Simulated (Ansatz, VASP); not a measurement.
One calculation of Ta, two programs

INCAR

```
  PREC = Accurate
  ENCUT = 520
  EDIFF = 1E-7
  ISMEAR = -1
  SIGMA = 0.1
  LREAL = F
  LASPH = T
  NELM = 100
  ALGO = Normal
  ISIF = 2
  LWAVE = F
  LCHARG = F
  GGA = PS
  NBANDS = 30
```

File KPOINTS:

```
regular mesh
0
Gamma
  14 14 4
```

POSCAR

```
Ta
1.0
    2.9729301208      0.0000000000      0.0000000000
   -1.4864650604      2.5746330083      0.0000000000
    0.0000000000      0.0000000000     10.2572965677
Ta
4
Direct
    0.0000000000      1.0000000000      1.0000000000
    1.0000000000      1.0000000000      0.5000000000
    0.3333333333      0.6666666667      0.2500000000
    0.6666666667      0.3333333333      0.7500000000
```

Input for Ansatz:

```yaml
crystal:
  lattice:
    - [2.9729301208, 0.0, 0.0]
    - [-1.4864650604, 2.5746330083, 0.0]
    - [0.0, 0.0, 10.2572965677]
  atoms:
    - { symbol: Ta, position: [0.0, 1.0, 1.0] }
    - { symbol: Ta, position: [1.0, 1.0, 0.5] }
    - { symbol: Ta, position: [0.3333333333, 0.6666666667, 0.25] }
    - { symbol: Ta, position: [0.6666666667, 0.3333333333, 0.75] }
hamiltonian:
  xc: pbesol
  pseudopotentials:
    kind: paw
    azcp:
      Ta: "pseudopotentials/Ta.paw.azcp"
basis:
  ecutwfc: 420
  fft_grid_basis: typed
kpoints:
  mp_grid: { grid: [14, 14, 4], shift: [0, 0, 0] }
magnetization:
  spin_polarized: false
scf:
  occupations: { method: fermi_dirac, width: 0.1 }
  lower_state_search: "off"
output:
  stress: true
```

Alike in both runs: task single point; functional PBEsol; k mesh 14 × 14 × 4; occupations fermi-dirac, width 0.1 eV; no spin polarisation.

```csv
,VASP,Ansatz
version,VASP 6.6.1,Ansatz 0.2.0
potentials or method,"VASP PAW PBE potentials, release 64 (Ta_pv), cutoff 520 eV","plane waves (420 eV) with PAW, scalar-relativistic"
valence electrons in the cell,44,52
```

|  | VASP | Ansatz | Ansatz less VASP |
| --- | --- | --- | --- |
| pressure (GPa) | -13.4 | -13.4 | -0.02 |
| traceless stress, the component that is largest in VASP (GPa) | -0.09 | -0.12 | -0.023 |

VASP's potentials were made for PBE, not for PBEsol, and Ansatz warns of the same on its side. VASP's potentials hold 44 valence electrons a cell and Ansatz's 52, so a difference there can come from the potentials and not from the codes.

Neither program's run includes spin-orbit coupling.
